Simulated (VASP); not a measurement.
A run of VASP 6.6.1:

Contents of INCAR:

```
SYSTEM = ZnO
PREC = Accurate ; ENCUT = 520
EDIFF = 1E-7 ; ISMEAR = 0
SIGMA = 0.01 ; LREAL = .FALSE.
LASPH = .TRUE. ; NELM = 60
ALGO = Normal ; ISIF = 2
LWAVE = .FALSE. ; LCHARG = .FALSE.
NBANDS = 26
```

Contents of KPOINTS:

```
regular mesh
0
G
  8 8 4
  0 0 0
```

File POSCAR:

```
ZnO
1.0
    3.1871458518      0.0000000000      0.0000000000
   -1.5935729259      2.7601492732      0.0000000000
    0.0000000000      0.0000000000      5.1524051692
Zn O
2 2
Direct
    0.3333333333      0.6666666667      0.5002826654
    0.6666666667      0.3333333333      0.0002826654
    0.6666666667      0.3333333333      0.3787273346
    0.3333333333      0.6666666667      0.8787273346
```

Potentials or basis: VASP PAW LDA potentials, release 64 (Zn, O).

Command:

```sh
$ cat potpaw_LDA.64/Zn/POTCAR potpaw_LDA.64/O/POTCAR > POTCAR
$ mpirun -np 1 vasp_std > vasp.out
```

Hardware: 1 thread of Intel Xeon 8259CL, with other jobs on the host.

Q: Estimate the wall time of this run.

A: Wall time 44 s on 1 thread of Intel Xeon 8259CL, with other jobs on the host, peak memory 0.16 GiB. Counts: scf iterations 15, k points 30.
